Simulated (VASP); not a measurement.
# CuI (Pm-3m) in VASP: further runs

The runs below take CuI through relaxation of cell and atoms, single point, with r2SCAN, PBE.

Program: VASP 6.6.1. These are calculated values, not measurements. Logs are shortened: lines on timing, memory, paths and dates and some standing lists are left out, and cuts for length are marked.

## 1. The cell of the first run

It takes space group Pm-3m (No. 221, cubic). The conventional cell has a = 3.649 Å, b = 3.649 Å, c = 3.649 Å, α = 90.00°, β = 90.00°, γ = 90.00°. Cu (site symmetry m-3m) has 8 I at 3.16 Å and 6 Cu at 3.65 Å within 4.2 Å. I (site symmetry m-3m) has 8 Cu at 3.16 Å and 6 I at 3.65 Å within 4.2 Å.

## 2. Relaxation of cell and atoms, r2SCAN

The input, POSCAR:

```
CuI
1.0
    3.6494671566      0.0000000000      0.0000000000
    0.0000000000      3.6494671566      0.0000000000
    0.0000000000      0.0000000000      3.6494671566
Cu I
1 1
Direct
    0.0000000000      0.0000000000      0.0000000000
    0.5000000000      0.5000000000      0.5000000000
```

The input, INCAR.step1:

```
SYSTEM = CuI
  PREC = Accurate
  ENCUT = 600
  ISMEAR = -1
  SIGMA = 0.02
  LREAL = .False.
  LASPH = .True.
  NELM = 60
  GGA = PE
  ALGO = Normal
  EDIFF = 1E-4
  LWAVE = .True.
  LCHARG = .False.
```

The input, INCAR.step2:

```
SYSTEM = CuI
  PREC = Accurate
  ENCUT = 600
  EDIFF = 1E-6
  ISMEAR = -1
  SIGMA = 0.02
  LREAL = .False.
  LASPH = .True.
  NELM = 60
  ALGO = Normal
  ISIF = 3
  LWAVE = .False.
  LCHARG = .False.
  METAGGA = R2SCAN
  LMIXTAU = .True.
  IBRION = 2
  NSW = 80
  EDIFFG = -0.005
  ISTART = 1
```

The input, KPOINTS:

```
regular mesh
0
Gamma
  6 6 6
  0 0 0
```

Potentials or basis: VASP PAW PBE potentials, release 64 (Cu, I).

Command:

```
$ cat potpaw_PBE.64/Cu/POTCAR potpaw_PBE.64/I/POTCAR > POTCAR
$ cp INCAR.step1 INCAR
$ mpirun -np 1 vasp_std > vasp.out
$ cp INCAR.step2 INCAR
$ mpirun -np 1 vasp_std > vasp.out
```

OUTCAR:

```text
SYSTEM = CuI
   PREC = Accurate
   ENCUT = 600
   EDIFF = 1E-6
   ISMEAR = -1
   LREAL = .False.
   LASPH = .True.
   NELM = 60
   ISIF = 3
   METAGGA = R2SCAN
   IBRION = 2
   NSW = 80
   EDIFFG = -0.005
   ISTART = 1

 ion  position               nearest neighbor table
   1  0.000  0.000  0.000-   2 3.16   2 3.16   2 3.16   2 3.16   2 3.16   2 3.16   2 3.16   2 3.16

   2  0.500  0.500  0.500-   1 3.16   1 3.16   1 3.16   1 3.16   1 3.16   1 3.16   1 3.16   1 3.16

  LATTYP: Found a simple cubic cell.
 ALAT       =     3.6494671566

  Lattice vectors:

 A1 = (   3.6494671566,   0.0000000000,   0.0000000000)
 A2 = (   0.0000000000,   3.6494671566,   0.0000000000)
 A3 = (   0.0000000000,   0.0000000000,   3.6494671566)

Analysis of symmetry for initial positions (statically):
=====================================================================
 Subroutine PRICEL returns:
 Original cell was already a primitive cell.

 Routine SETGRP: Setting up the symmetry group for a
 simple cubic supercell.

 Subroutine GETGRP returns: Found 48 space group operations
 (whereof 48 operations were pure point group operations)
 out of a pool of 48 trial point group operations.

The static configuration has the point symmetry O_h .

Analysis of symmetry for dynamics (positions and initial velocities):
=====================================================================
 Subroutine PRICEL returns:
 Original cell was already a primitive cell.

 Routine SETGRP: Setting up the symmetry group for a
 simple cubic supercell.

 Subroutine GETGRP returns: Found 48 space group operations
 (whereof 48 operations were pure point group operations)
 out of a pool of 48 trial point group operations.

The dynamic configuration has the point symmetry O_h .

 Subroutine INISYM returns: Found 48 space group operations
 (whereof 48 operations are pure point group operations),
 and found     1 'primitive' translations

----------------------------------------------------------------------------------------

                                     Primitive cell

  volume of cell :      48.6058

  direct lattice vectors                    reciprocal lattice vectors
     3.649467157  0.000000000  0.000000000     0.274012604  0.000000000  0.000000000
     0.000000000  3.649467157  0.000000000     0.000000000  0.274012604  0.000000000
     0.000000000  0.000000000  3.649467157     0.000000000  0.000000000  0.274012604

  length of vectors
     3.649467157  3.649467157  3.649467157     0.274012604  0.274012604  0.274012604

  position of ions in fractional coordinates (direct lattice)
     0.000000000  0.000000000  0.000000000
     0.500000000  0.500000000  0.500000000

  ion indices of the primitive-cell ions
   primitive index   ion index
                 1           1
                 2           2

----------------------------------------------------------------------------------------

 KPOINTS: regular mesh

Automatic generation of k-mesh.
 Grid dimensions read from file:
 generate k-points for:    6    6    6

 Generating k-lattice:

  Cartesian coordinates                     Fractional coordinates (reciprocal lattice)
     0.045668767  0.000000000  0.000000000     0.166666667  0.000000000  0.000000000
     0.000000000  0.045668767  0.000000000     0.000000000  0.166666667  0.000000000
     0.000000000  0.000000000  0.045668767     0.000000000  0.000000000  0.166666667

  Length of vectors
     0.045668767  0.045668767  0.045668767

  Shift w.r.t. Gamma in fractional coordinates (k-lattice)
     0.000000000  0.000000000  0.000000000

 Subroutine IBZKPT returns following result:
 ===========================================

 Found     20 irreducible k-points:

 Following reciprocal coordinates:
            Coordinates               Weight
  0.000000  0.000000  0.000000      1.000000
  0.166667  0.000000  0.000000      6.000000
  0.333333  0.000000  0.000000      6.000000
  0.500000  0.000000  0.000000      3.000000
  0.166667  0.166667  0.000000     12.000000
  0.333333  0.166667  0.000000     24.000000
[... 12 lines left out ...]
  0.500000  0.500000  0.333333      6.000000
  0.500000  0.500000  0.500000      1.000000
   k-points           NKPTS =     20   k-points in BZ     NKDIM =     20   number of bands    NBANDS=     13
   number of dos      NEDOS =    301   number of ions     NIONS =      2
   total plane-waves  NPLWV =  27000
   dimension x,y,z NGX =    30 NGY =   30 NGZ =   30
   dimension x,y,z NGXF=    60 NGYF=   60 NGZF=   60
   ions per type =               1   1
   NGX,Y,Z   is equivalent  to a cutoff of  13.67, 13.67, 13.67 a.u.
   NGXF,Y,Z  is equivalent  to a cutoff of  27.33, 27.33, 27.33 a.u.
 SYSTEM =  CuI
   PREC   = accura    normal or accurate (medium, high low for compatibility)
   ISTART =      1    job   : 0-new  1-cont  2-samecut
   ICHARG =      0    charge: 1-file 2-atom 10-const
   ISPIN  =      1    spin polarized calculation?
   LNONCOLLINEAR =      F non collinear calculations
   LSORBIT =      F    spin-orbit coupling
   LASPH  =      T    aspherical Exc in radial PAW
   ENCUT  =  600.0 eV  44.10 Ry    6.64 a.u.   7.29  7.29  7.29*2*pi/ulx,y,z
   NELM   =     60;   NELMIN=  2; NELMDL=  0     # of ELM steps
   EDIFF  = 0.1E-05   stopping-criterion for ELM
   LREAL  =      F    real-space projection
   EDIFFG = -.5E-02   stopping-criterion for IOM
   NSW    =     80    number of steps for IOM
   IBRION =      2    ionic relax: 0-MD 1-quasi-New 2-CG
   NFREE  =      1    steps in history (QN), initial steepest desc. (CG)
   ISIF   =      3    stress and relaxation
   ISYM   =      2    0-nonsym 1-usesym 2-fastsym
   POTIM  = 0.5000    time-step for ionic-motion
   TEBEG  =    0.0;   TEEND  =   0.0 temperature during run
   PSTRESS=    0.0 pullay stress
   NELECT =      18.0000    total number of electrons
   NUPDOWN=      -1.0000    fix difference up-down
   EMIN   =  10.00;   EMAX   =-10.00  energy-range for DOS
   EFERMI =   0.00;   METHOD = LEGACY
   ISMEAR =    -1;   SIGMA  =   0.02  broadening in eV -4-tet -1-fermi 0-gaus
   EFERMI_NEDOS =   21; number of points for ismear=-14 and -15
   IALGO  =     38    algorithm
   IMIX   =      4    mixing-type and parameters
     AMIX     =   0.40;   BMIX     =  1.00
     AMIX_MAG =   1.60;   BMIX_MAG =  1.00
  volume/ion in A,a.u.               =      24.30       164.00
  Fermi-wavevector in a.u.,A,eV,Ry     =   1.175627  2.221613 18.804595  1.382099
  Thomas-Fermi vector in A             =   2.312004
   LORBIT       =      0    0 simple, 1 ext, 2 COOP (PROOUT), +10 PAW based schemes
   METAGGA = R2SCAN    functional components
   LHFCALC =     F    Hartree Fock is set to
   AEXX    =    0.0000 exact exchange contribution
   IVDW    =     0    specifies the selected vdW correction
   LEPSILON=     F    determine dielectric tensor
   LRPA    =     F    only Hartree local field effects (RPA)
 conjugate gradient relaxation of ions
 non-spin polarized calculation
  energy-cutoff  :      600.00
  volume of cell :       48.61
 maximum number of plane-waves:      1647
 NGX is ok and might be reduce to    30
   NGX = 15   NGY = 15   NGZ = 15

--------------------------------------- Ionic step        1  -------------------------------------------

 number of electron      17.9999995 magnetization

 Free energy of the ion-electron system (eV)
  ---------------------------------------------------
  ext. energy  EPLUGINS =         0.00000000
  ---------------------------------------------------
  free energy    TOTEN  =       -34.28438006 eV

  energy without entropy =      -34.28277190  energy(sigma->0) =      -34.28357598

------------------------ aborting loop because EDIFF is reached ----------------------------------------

  FORCE on cell =-STRESS in cart. coord.  units (eV):
  Direction    XX          YY          ZZ          XY          YZ          ZX
  --------------------------------------------------------------------------------------
  -------------------------------------------------------------------------------------
  Total        0.1242111      0.1242111      0.1242111     -0.0000000     -0.0000000     -0.0000000
  in kB        4.0943292      4.0943292      4.0943292     -0.0000000     -0.0000000     -0.0000000
  external PRESSURE =       4.0943292 kB  Pullay stress =       0.0000000 kB

 VOLUME and BASIS-vectors are now :
 -----------------------------------------------------------------------------
  energy-cutoff  :      600.00
  volume of cell :       48.61
      direct lattice vectors                 reciprocal lattice vectors
     3.649467157  0.000000000  0.000000000     0.274012604  0.000000000  0.000000000
     0.000000000  3.649467157  0.000000000     0.000000000  0.274012604  0.000000000
     0.000000000  0.000000000  3.649467157     0.000000000  0.000000000  0.274012604
[... 37 lines left out ...]
 POSITION                                       TOTAL-FORCE (eV/Angst)
 -----------------------------------------------------------------------------------
      0.00000      0.00000      0.00000        -0.000000     -0.000000      0.000000
      1.83020      1.83020      1.83020         0.000000      0.000000      0.000000
 -----------------------------------------------------------------------------------
    total drift:                                0.000000     -0.000000     -0.000000

  FREE ENERGIE OF THE ION-ELECTRON SYSTEM (eV)
  ---------------------------------------------------
  free  energy   TOTEN  =       -34.2850215201 eV

  energy  without entropy=      -34.2836784613  energy(sigma->0) =      -34.28434999

--------------------------------------- Ionic step        3  -------------------------------------------

 number of electron      17.9999998 magnetization

 Free energy of the ion-electron system (eV)
  ---------------------------------------------------
  ext. energy  EPLUGINS =         0.00000000
  ---------------------------------------------------
  free energy    TOTEN  =       -34.28503208 eV

  energy without entropy =      -34.28374660  energy(sigma->0) =      -34.28438934

 E-fermi :   5.4364     XC(G=0): -10.2833

 val. band max:        5.4314777582   @ k =   0.5000   0.0000   0.0000
 cond. band min:       5.5108538540   @ k =   0.5000   0.5000   0.1667
 fundamental gap:      0.0793760958
 Fermi energy:         5.4363787457

 k-point     1 :       0.0000    0.0000    0.0000
  band No.  band energies     occupation
      1      -8.7762      2.00000
      2       3.5104      2.00000
      3       3.5104      2.00000
      4       3.7781      2.00000
      5       3.7781      2.00000
      6       3.7781      2.00000
      7       3.8821      2.00000
      8       3.8821      2.00000
      9       3.8821      2.00000
     10       5.5907      0.00089
     11      11.3700      0.00000
     12      11.3700      0.00000
     13      16.3071      0.00000

 k-point     2 :       0.1667    0.0000    0.0000
  band No.  band energies     occupation
      1      -8.6104      2.00000
      2       1.9451      2.00000
      3       3.4245      2.00000
      4       3.4245      2.00000
      5       3.5328      2.00000
      6       3.7561      2.00000
      7       3.8864      2.00000
      8       4.4216      2.00000
      9       4.4216      2.00000
     10       6.7804      0.00000
     11      11.5424      0.00000
[... 310 lines left out ...]
 POSITION                                       TOTAL-FORCE (eV/Angst)
 -----------------------------------------------------------------------------------
      0.00000      0.00000      0.00000        -0.000000     -0.000000      0.000000
      1.83212      1.83212      1.83212         0.000000      0.000000      0.000000
 -----------------------------------------------------------------------------------
    total drift:                                0.000000     -0.000000     -0.000000

  FREE ENERGIE OF THE ION-ELECTRON SYSTEM (eV)
  ---------------------------------------------------
  free  energy   TOTEN  =       -34.2850320765 eV

  energy  without entropy=      -34.2837465986  energy(sigma->0) =      -34.28438934

 reached required accuracy - stopping structural energy minimisation
```

It took 2.6 min on 1 thread of Intel Xeon Platinum 8259CL at 2.50GHz (Skylake/Cascade Lake), shared host; peak memory 0.19 GiB.

What came out:

```yaml
Free_energy: -34.2850 eV
Relaxed_volume: 24.60 Å³/atom
Relaxed_cell: a = 3.664 Å, b = 3.664 Å, c = 3.664 Å, α = 90.00°, β = 90.00°, γ = 90.00°
Space_group_after_relaxing_to_0.05_Å: Pm-3m (No. 221)
Energy_gained_by_relaxing: 0.3 meV/atom
Ionic_steps: 3
Pressure_after_relaxing: 0.0 GPa
Band_gap_on_the_k_mesh: zero (band 9 reaches 5.43 eV, above the bottom of band 10 at 5.33 eV)
```

Step by step:
```
step  energy change (eV)  largest force (eV/Å)  pressure (GPa)  volume (Å³)
   1              0.0000                0.0000            0.41        48.61
   2             -0.0006                0.0000            0.08        49.04
   3             -0.0007                0.0000           -0.02        49.20
```

Final structure:
```cif
data_structure
_symmetry_space_group_name_H-M 'P 1'
_symmetry_Int_Tables_number 1
_cell_length_a 3.6642
_cell_length_b 3.6642
_cell_length_c 3.6642
_cell_angle_alpha 90.000
_cell_angle_beta 90.000
_cell_angle_gamma 90.000
_cell_volume 49.20
loop_
_atom_site_label
_atom_site_type_symbol
_atom_site_fract_x
_atom_site_fract_y
_atom_site_fract_z
_atom_site_occupancy
Cu1 Cu 0.00000 0.00000 0.00000 1
I1 I 0.50000 0.50000 0.50000 1
```

Levels at points of the mesh, in eV from the Fermi level:
| k point | band 5 | band 6 | band 7 | band 8 | band 9 | band 10 | band 11 | band 12 | band 13 |
| --- | --- | --- | --- | --- | --- | --- | --- | --- | --- |
| (0.00, 0.00, 0.00) | -1.66 | -1.66 | -1.55 | -1.55 | -1.55 | 0.15 | 5.93 | 5.93 | 10.87 |
| (0.50, 0.00, 0.00) | -1.84 | -1.54 | -1.40 | 0.00 | 0.00 | 4.07 | 4.35 | 6.75 | 6.75 |
| (0.50, 0.50, 0.00) | -1.68 | -1.68 | -1.57 | -1.40 | -0.33 | -0.10 | 7.88 | 7.88 | 8.23 |
| (0.50, 0.50, 0.50) | -1.40 | -1.40 | -0.75 | -0.75 | -0.75 | 2.19 | 2.19 | 2.19 | 2.41 |

Caveat: the PAW data sets were made with another functional, which shifts forces and pressure a little; spin-orbit coupling is left out, which moves the levels of the heavy elements; semilocal functionals often make such compounds metallic where correlation or magnetic order opens a gap, which also shifts bond lengths.

## 3. Single point, PBE, non-collinear spin, zero start, spin-orbit coupling

This run uses another cell than the first one, of 24.54 Å³/atom, 1.010 times its volume.

The input, INCAR:

```
PREC = Accurate
ENCUT = 520
EDIFF = 1E-6
ISMEAR = -1
SIGMA = 0.02
LREAL = F
LASPH = T
NELM = 150
ALGO = Normal
ISIF = 2
LWAVE = F
LCHARG = T
MAGMOM = 0 0 0 0 0 0
LORBIT = 11
LSORBIT = T
GGA_COMPAT = F
LORBMOM = T
LMAXMIX = 4
GGA = PE
LVHAR = T
NBANDS = 30
```

The input, KPOINTS:

```
Automatic mesh
0
Gamma
  8 8 8
```

The input, POSCAR:

```
CuI
1.0
    3.6613896848      0.0000000000      0.0000000000
    0.0000000000      3.6613896848      0.0000000000
    0.0000000000      0.0000000000      3.6613896848
Cu I
1 1
Direct
    0.0000000000      0.0000000000      0.0000000000
    0.5000000000      0.5000000000      0.5000000000
```

Potentials or basis: VASP PAW PBE potentials, release 64 (Cu, I).

Command:

```
$ cat potpaw_PBE.64/Cu/POTCAR potpaw_PBE.64/I/POTCAR > POTCAR
$ mpirun -np 1 vasp_ncl > vasp.out
```

Run time: 98 s. Hardware: 1 thread of Intel Xeon Platinum 8259CL at 2.50GHz (Skylake/Cascade Lake), shared host; peak memory 0.29 GiB.

Results (log left out):

```
Free energy                                           : -4.3048 eV
Pressure                                              : -0.2 GPa
Net moment                                            : 0.00 μB per cell
Valence electrons inside the program's atomic spheres : Cu 9.70; I 4.27
```

Moments on the atoms (μB; x, y, z):
```
Cu  0.00 0.00 0.00
I   0.00 0.00 0.00
```
